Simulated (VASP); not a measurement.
# Ge (P6_3/mmc) in VASP: further runs

Ge is run at these levels: PBE; tasks: relaxation of cell and atoms.

Everything below comes from runs of VASP 6.6.1. Logs are shortened: lines on timing, memory, paths and dates and some standing lists are left out, and cuts for length are marked.

## (1) The cell of the first run

It takes space group P6_3/mmc (No. 194, hexagonal). The conventional cell has a = 2.689 Å, b = 2.689 Å, c = 4.357 Å, α = 90.00°, β = 90.00°, γ = 120.00°. Ge (site symmetry -6m2) has 12 Ge at 2.68 to 2.69 Å within 3.5 Å.

This isn't the form of Ge at room conditions, which is diamond.

## (2) Relaxation of cell and atoms, PBE, target pressure 48 GPa, at which the enthalpy is minimised

File INCAR:

```
SYSTEM = Ge
  PREC = Accurate
  ENCUT = 600
  EDIFF = 1E-6
  ISMEAR = -1
  SIGMA = 0.08
  LREAL = .FALSE.
  LASPH = .TRUE.
  NELM = 80
  ALGO = Normal
  ISIF = 3
  LWAVE = .FALSE.
  LCHARG = .FALSE.
  GGA = PE
  IBRION = 2
  NSW = 60
  EDIFFG = -0.005
  PSTRESS = 480.0
```

File KPOINTS:

```
Automatic mesh
0
G
  16 16 9
  0 0 0
```

File POSCAR:

```
Ge
1.0
    2.6894792800      0.0000000000      0.0000000000
   -1.3447396400      2.3291573794      0.0000000000
    0.0000000000      0.0000000000      4.3569564336
Ge
2
Direct
    0.3333333333      0.6666666667      0.2500000000
    0.6666666667      0.3333333333      0.7500000000
```

Potentials or basis: VASP PAW PBE potentials, release 64 (Ge_d).

Launch:

```sh
> cat potpaw_PBE.64/Ge_d/POTCAR > POTCAR
> mpirun -np 1 vasp_std > vasp.out
```

OUTCAR:

```text
SYSTEM = Ge
   PREC = Accurate
   ENCUT = 600
   EDIFF = 1E-6
   ISMEAR = -1
   LREAL = .FALSE.
   LASPH = .TRUE.
   NELM = 80
   ISIF = 3
   GGA = PE
   IBRION = 2
   NSW = 60
   EDIFFG = -0.005
   PSTRESS = 480.0

 ion  position               nearest neighbor table
   1  0.333  0.667  0.250-   2 2.68   2 2.68   2 2.68   2 2.68   2 2.68   2 2.68
   2  0.667  0.333  0.750-   1 2.68   1 2.68   1 2.68   1 2.68   1 2.68   1 2.68

  LATTYP: Found a hexagonal cell.
 ALAT       =     2.6894792800
 C/A-ratio  =     1.6200000000

  Lattice vectors:

 A1 = (   2.6894792800,   0.0000000000,   0.0000000000)
 A2 = (  -1.3447396400,   2.3291573794,   0.0000000000)
 A3 = (   0.0000000000,   0.0000000000,   4.3569564336)

Analysis of symmetry for initial positions (statically):
=====================================================================
 Subroutine PRICEL returns:
 Original cell was already a primitive cell.

 Routine SETGRP: Setting up the symmetry group for a
 hexagonal supercell.

 Subroutine GETGRP returns: Found 24 space group operations
 (whereof 12 operations were pure point group operations)
 out of a pool of 24 trial point group operations.

The static configuration has the point symmetry D_3d.
 The point group associated with its full space group is D_6h.

Analysis of symmetry for dynamics (positions and initial velocities):
=====================================================================
 Subroutine PRICEL returns:
 Original cell was already a primitive cell.

 Routine SETGRP: Setting up the symmetry group for a
 hexagonal supercell.

 Subroutine GETGRP returns: Found 24 space group operations
 (whereof 12 operations were pure point group operations)
 out of a pool of 24 trial point group operations.

The dynamic configuration has the point symmetry D_3d.
 The point group associated with its full space group is D_6h.

 Subroutine INISYM returns: Found 24 space group operations
 (whereof 12 operations are pure point group operations),
 and found     1 'primitive' translations

----------------------------------------------------------------------------------------

                                     Primitive cell

  volume of cell :      27.2929

[... 92 lines left out ...]
   IBRION =      2    ionic relax: 0-MD 1-quasi-New 2-CG
   NFREE  =      1    steps in history (QN), initial steepest desc. (CG)
   ISIF   =      3    stress and relaxation
   ISYM   =      2    0-nonsym 1-usesym 2-fastsym
   POTIM  = 0.5000    time-step for ionic-motion
   TEBEG  =    0.0;   TEEND  =   0.0 temperature during run
   PSTRESS=  480.0 pullay stress
   NELECT =      28.0000    total number of electrons
   NUPDOWN=      -1.0000    fix difference up-down
   EMIN   =  10.00;   EMAX   =-10.00  energy-range for DOS
   EFERMI =   0.00;   METHOD = LEGACY
   ISMEAR =    -1;   SIGMA  =   0.08  broadening in eV -4-tet -1-fermi 0-gaus
   EFERMI_NEDOS =   21; number of points for ismear=-14 and -15
   IALGO  =     38    algorithm
   IMIX   =      4    mixing-type and parameters
     AMIX     =   0.40;   BMIX     =  1.00
     AMIX_MAG =   1.60;   BMIX_MAG =  1.00
  volume/ion in A,a.u.               =      13.65        92.09
  Fermi-wavevector in a.u.,A,eV,Ry     =   1.651115  3.120156 37.091958  2.726182
  Thomas-Fermi vector in A             =   2.739950
   LORBIT       =      0    0 simple, 1 ext, 2 COOP (PROOUT), +10 PAW based schemes
   GGA     = PE    functional components
   LHFCALC =     F    Hartree Fock is set to
   AEXX    =    0.0000 exact exchange contribution
   IVDW    =     0    specifies the selected vdW correction
   LEPSILON=     F    determine dielectric tensor
   LRPA    =     F    only Hartree local field effects (RPA)
 conjugate gradient relaxation of ions
 non-spin polarized calculation
  energy-cutoff  :      600.00
  volume of cell :       27.29
 maximum number of plane-waves:       941
 NGX is ok and might be reduce to    24
   NGX = 11   NGY = 11   NGZ = 17

--------------------------------------- Ionic step        1  -------------------------------------------

 number of electron      28.0000020 magnetization

 Free energy of the ion-electron system (eV)
  ---------------------------------------------------
  ext. energy  EPLUGINS =         0.00000000
  ---------------------------------------------------
  free energy    TOTEN  =        -7.12357672 eV

  energy without entropy =       -7.10934238  energy(sigma->0) =       -7.11645955

------------------------ aborting loop because EDIFF is reached ----------------------------------------

  FORCE on cell =-STRESS in cart. coord.  units (eV):
  Direction    XX          YY          ZZ          XY          YZ          ZX
  --------------------------------------------------------------------------------------
  -------------------------------------------------------------------------------------
  Total        8.1630131      8.1630131      8.5423378      0.0000000      0.0000000      0.0000000
  in kB      479.1933945    479.1933945    501.4608934      0.0000000      0.0000000      0.0000000
  external PRESSURE =       6.6158941 kB  Pullay stress =     480.0000000 kB
[... 139 lines left out ...]
--------------------------------------- Ionic step        5  -------------------------------------------

 number of electron      28.0000021 magnetization

 Free energy of the ion-electron system (eV)
  ---------------------------------------------------
  ext. energy  EPLUGINS =         0.00000000
  ---------------------------------------------------
  free energy    TOTEN  =        -7.15693918 eV

  energy without entropy =       -7.14206052  energy(sigma->0) =       -7.14949985

 E-fermi :  10.9543     XC(G=0): -13.0050

 val. band max:       10.9475359371   @ k =   0.1875   0.1875   0.4444
 cond. band min:      10.9552356305   @ k =   0.2500   0.1875   0.3333
 fundamental gap:      0.0076996934
 Fermi energy:        10.9542788576

 k-point     1 :       0.0000    0.0000    0.0000
  band No.  band energies     occupation
      1     -14.2497      2.00000
      2     -14.2050      2.00000
      3     -14.1870      2.00000
      4     -14.1870      2.00000
      5     -14.1655      2.00000
      6     -14.1655      2.00000
[... 481 lines left out ...]
      5     -14.1112      2.00000
      6     -14.0850      2.00000
[... 10 lines left out ...]
     17      15.7648      0.00000
     18      16.3175      0.00000

 [... further k-points ...]

------------------------ aborting loop because EDIFF is reached ----------------------------------------

  FORCE on cell =-STRESS in cart. coord.  units (eV):
  Direction    XX          YY          ZZ          XY          YZ          ZX
  --------------------------------------------------------------------------------------
  -------------------------------------------------------------------------------------
  Total        8.2031499      8.2031499      8.2098575      0.0000000      0.0000000      0.0000000
  in kB      479.6851447    479.6851446    480.0773771      0.0000000      0.0000000      0.0000000
  external PRESSURE =      -0.1841112 kB  Pullay stress =     480.0000000 kB
[... 21 lines left out ...]
  energy  without entropy=       -7.1420605242  energy(sigma->0) =       -7.14949985

  enthalpy is  TOTEN    =         1.0515950621 eV   P V=        8.2085342410

 reached required accuracy - stopping structural energy minimisation
```

OSZICAR:

```text
N       E                     dE             d eps       ncg     rms          rms(c)
DAV:   1     0.149623929031E+03    0.14962E+03   -0.15900E+04  5956   0.524E+03
DAV:   2     0.805657285252E+01   -0.14157E+03   -0.13864E+03  5420   0.526E+02
DAV:   3    -0.685452652934E+01   -0.14911E+02   -0.14645E+02  6086   0.130E+02
DAV:   4    -0.718755161740E+01   -0.33303E+00   -0.32911E+00  6420   0.216E+01
[... 33 lines left out ...]
DAV:   2    -0.715789843487E+01    0.21500E-02   -0.35081E-03  7050   0.132E+00    0.191E-01
DAV:   3    -0.715695431997E+01    0.94411E-03   -0.17252E-03  7658   0.941E-01    0.288E-02
DAV:   4    -0.715694119592E+01    0.13124E-04   -0.26010E-04  6648   0.308E-01    0.130E-02
DAV:   5    -0.715693962166E+01    0.15743E-05   -0.65257E-06  6678   0.431E-02    0.433E-03
DAV:   6    -0.715693917887E+01    0.44279E-06   -0.53309E-07  2886   0.136E-02
   5 F= 0.10515951E+01 E0= 0.10590344E+01  d E =-.251844E-03
```

CONTCAR:

```text
Ge
   1.00000000000000
     2.6835999002436584    0.0000000000000000   -0.0000000000000000
    -1.3417999501218292    2.3240656871522187   -0.0000000000000000
     0.0000000000000000    0.0000000000000000    4.3930767763559997
  Ge
     2
Direct
     0.3333333332999970    0.6666666667000030    0.2500000000000000
     0.6666666667000030    0.3333333332999970    0.7500000000000000

  0.00000000E+00  0.00000000E+00  0.00000000E+00
  0.00000000E+00  0.00000000E+00  0.00000000E+00
```

It took 5.7 min on 1 thread of AMD EPYC 7R43 (Zen 3), shared host; peak memory 0.17 GiB.

What came out:

```yaml
Free_energy: -7.1569 eV
Relaxed_volume: 13.70 Å³/atom
Relaxed_cell: a = 2.684 Å, b = 2.684 Å, c = 4.393 Å, α = 90.00°, β = 90.00°, γ = 120.00°
Space_group_after_relaxing_to_0.1_Å: P6_3/mmc (No. 194)
Energy_change_on_relaxing_the_run_minimises_the_enthalpy: -16.7 meV/atom
Ionic_steps: 5
Pressure_after_relaxing: 48.0 GPa
Band_gap_on_the_k_mesh: zero (bands 14 and 15 overlap by 13.12 eV)
```

The path:
```csv
step,energy change (eV),largest force (eV/Å),pressure (GPa),volume (Å³)
1,0.0000,0.0000,48.66,27.29
2,-0.0678,0.0000,47.01,27.52
3,-0.0528,0.0000,47.33,27.46
4,-0.0150,0.0000,48.50,27.34
5,-0.0334,0.0000,47.98,27.40
```

Final structure:
```
Ge
1.0
     2.68360    0.00000    0.00000
    -1.34180    2.32407    0.00000
     0.00000    0.00000    4.39308
Ge
2
Cartesian
  0.0000 1.5494 1.0983
  1.3418 0.7747 3.2948
```

Caveat: the cell is relaxed towards a set pressure, so the run minimises the enthalpy, not the energy.

## (3) Relaxation of cell and atoms, PBE, target pressure 48 GPa, at which the enthalpy is minimised

This run uses another cell than the first one, of 13.68 Å³/atom.

File INCAR:

```
  PREC = Accurate
  ENCUT = 600
  EDIFF = 1E-6
  ISMEAR = -1
  SIGMA = 0.08
  LREAL = F
  LASPH = T
  NELM = 60
  ALGO = Normal
  ISIF = 3
  LWAVE = F
  LCHARG = F
  GGA = PE
  IBRION = 2
  NSW = 32
  EDIFFG = -0.005
  PSTRESS = 480.0
```

File KPOINTS:

```
Automatic mesh
0
Gamma
  16 16 9
```

File POSCAR:

```
Ge
1.0
    2.6824111806      0.0000000000      0.0000000000
   -1.3412055903      2.3230362258      0.0000000000
    0.0000000000      0.0000000000      4.3915298158
Ge
2
Direct
    0.3333333333      0.6666666667      0.2500000000
    0.6666666667      0.3333333333      0.7500000000
```

Potentials or basis: VASP PAW PBE potentials, release 64 (Ge_d).

Launch:

```sh
> cat potpaw_PBE.64/Ge_d/POTCAR > POTCAR
> mpirun -np 1 vasp_std > vasp.out
```

It took 82 s on 1 thread of AMD EPYC 7R43 (Zen 3), shared host; peak memory 0.17 GiB.

Results (log left out):

```
Free energy             : -7.1468 eV
Pressure after relaxing : 48.0 GPa
Band gap on the k mesh  : zero (bands 14 and 15 overlap by 13.14 eV)
```

Final structure:
```yaml
crystal:
  lattice:
    - [2.68241, 0.00000, 0.00000]
    - [-1.34121, 2.32304, 0.00000]
    - [0.00000, 0.00000, 4.39153]
  atoms:
    - { symbol: Ge, position: [0.33333, 0.66667, 0.25000] }
    - { symbol: Ge, position: [0.66667, 0.33333, 0.75000] }
```

Levels at points of the mesh, in eV from the Fermi level:
| k point | band 10 | band 11 | band 12 | band 13 | band 14 | band 15 | band 16 | band 17 | band 18 |
| --- | --- | --- | --- | --- | --- | --- | --- | --- | --- |
| (0.00, 0.00, 0.00) | -24.93 | -16.49 | -8.85 | -7.94 | 9.18 | 9.18 | 11.59 | 11.59 | 12.59 |
| (0.50, 0.00, 0.00) | -24.90 | -9.70 | -8.86 | -2.12 | -2.00 | -1.77 | 0.78 | 3.18 | 7.36 |

Caveat: the relaxation stopped at its first step, so nothing moved; the cell is relaxed towards a set pressure, so the run minimises the enthalpy, not the energy.
